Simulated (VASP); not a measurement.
Crystal: ScIn2Se2.

```
CELL_PARAMETERS angstrom
3.95000 0.00000 0.00000
-1.97500 3.42080 0.00000
0.00000 0.00000 8.88000
ATOMIC_POSITIONS crystal
Sc 0.00000 0.00000 0.00000
In 0.00000 0.00000 0.65800
In 0.00000 0.00000 0.34200
Se 0.66667 0.33333 0.83000
Se 0.33333 0.66667 0.17000
```

* Program: VASP 6.6.1
* Task: relaxation of cell and atoms
* Functional: PBE
* Potentials or basis: VASP PAW PBE potentials, release 64 (Sc_sv, In_d, Se)
* Cutoff: 600 eV
* k mesh: 5 × 5 × 2
* Occupations: gaussian, width 0.2 eV
* Spin: no spin polarisation

At the start: pressure 9.9 GPa; volume 24.00 Å³/atom.

How do energy, volume and symmetry change on relaxing?

Over 10 steps the energy falls by 394.6 meV/atom and the volume is 27.91 Å³/atom (+16.3 %); space group P-3m1 (No. 164, to 0.1 Å) before and after.

Step by step:
```
step  energy change (eV)  largest force (eV/Å)  pressure (GPa)  volume (Å³)
   1              0.0000                1.2587            9.94       119.99
   2             -0.9829                1.0706           -0.87       147.68
   3             -0.9847                1.0622           -1.26       149.27
   4             -1.3555                0.9205           -2.01       150.07
   5             -1.8822                0.1071           -2.42       150.19
   6             -1.8830                0.1972           -2.59       150.37
   7             -1.9126                0.6091            2.22       135.06
   8             -1.9632                0.2196           -0.15       141.50
   9             -1.9691                0.1359           -0.11       140.73
  10             -1.9728                0.0437           -0.03       139.56
```

Final structure:
```yaml
crystal:
  lattice:
    - [3.79861, 0.00000, 0.00000]
    - [-1.89931, 3.28970, 0.00000]
    - [0.00000, 0.00000, 11.16837]
  atoms:
    - { symbol: Sc, position: [0.00000, 0.00000, 0.00000] }
    - { symbol: In, position: [0.00000, 0.00000, 0.64881] }
    - { symbol: In, position: [0.00000, 0.00000, 0.35119] }
    - { symbol: Se, position: [0.66667, 0.33333, 0.85741] }
    - { symbol: Se, position: [0.33333, 0.66667, 0.14259] }
```

Caveat: the k points lie up to 0.38 Å⁻¹ apart in the final cell, too coarse for converged energies and pressures of a metal; the volume moved by over 15 % at a fixed basis, so the end points are rough; the relaxation stopped at a loose force limit of 0.08 eV/Å, so its end isn't a converged minimum.
